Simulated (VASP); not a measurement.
Pt: single point with PBEsol

The system is Pt.

```
Pt
1.0
    -1.60197    1.60197    1.60197
     1.60197   -1.60197    1.60197
     1.60197    1.60197   -1.60197
Pt
1
Direct
  0.00000 0.00000 0.00000
```

This cell differs from its parent crystal: volume scaled by 1.08.

| Item | Value |
| --- | --- |
| Program | VASP 6.6.1 |
| Task | single point |
| Functional | PBEsol |
| Potentials or basis | VASP PAW PBE potentials, release 64 (Pt) |
| Cutoff | 520 eV |
| k mesh | 16 × 16 × 16 |
| Occupations | fermi-dirac, width 0.1 eV |
| Spin | no spin polarisation |

The pressure is -17.5 GPa and the band gap on the k mesh is zero (band 5 reaches 10.28 eV, above the bottom of band 6 at 8.28 eV).

Levels at points of the mesh, in eV from the Fermi level:
```tsv
k point	band 3	band 4	band 5	band 6	band 7	band 8
(0.00, 0.00, 0.00)	-3.30	-3.30	-0.93	-0.93	17.06	17.06
(0.50, 0.00, 0.00)	-1.12	-0.64	0.31	0.95	5.91	13.19
(0.50, 0.50, 0.50)	0.46	0.46	0.46	7.50	7.50	7.50
```

Wall time 10 s on 1 thread of AMD EPYC 9R45 96-Core Processor (Zen 5), with other jobs on the host, peak memory 0.13 GiB.

Caveat: the PAW data sets were made with another functional, which shifts forces and pressure a little; spin-orbit coupling is left out, which moves the levels of the heavy elements.
